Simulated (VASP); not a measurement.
Runs of VASP 6.6.1 on AlO2. The structure is tetragonal, space group P4_2/nnm (No. 134). Conventional cell: a = 4.339 Å, b = 4.339 Å, c = 3.526 Å, α = 90.00°, β = 90.00°, γ = 90.00°. Al (site symmetry -42m) has 4 O at 1.77 Å within 2.3 Å. Within 2.3 Å of O (site symmetry 2/m) lie 2 Al at 1.77 Å. 

```tsv
task	spin	cell	k mesh	cutoff (eV)	gap on the mesh (eV)	pressure (GPa)
single point	off	as given	4 × 4 × 4	520	none	-0.2
single point	collinear, ferromagnetic start	as given	4 × 4 × 6	520	none	0.4
relaxation of cell and atoms	off	relaxed	4 × 4 × 6	600	none	-0.4
single point	off	as given	4 × 4 × 6	520	none	(a)
```

Alike in all rows: level PBE; potentials or basis VASP PAW PBE potentials, release 64 (Al, O); smearing gaussian 0.1 eV.

Fill in the values left out.

(a) -0.1.

Caveats: all runs use coarse meshes; the relaxation stopped at its first step, so nothing moved (some runs).

A gap of «none» marks levels without a gap at the run's occupations.
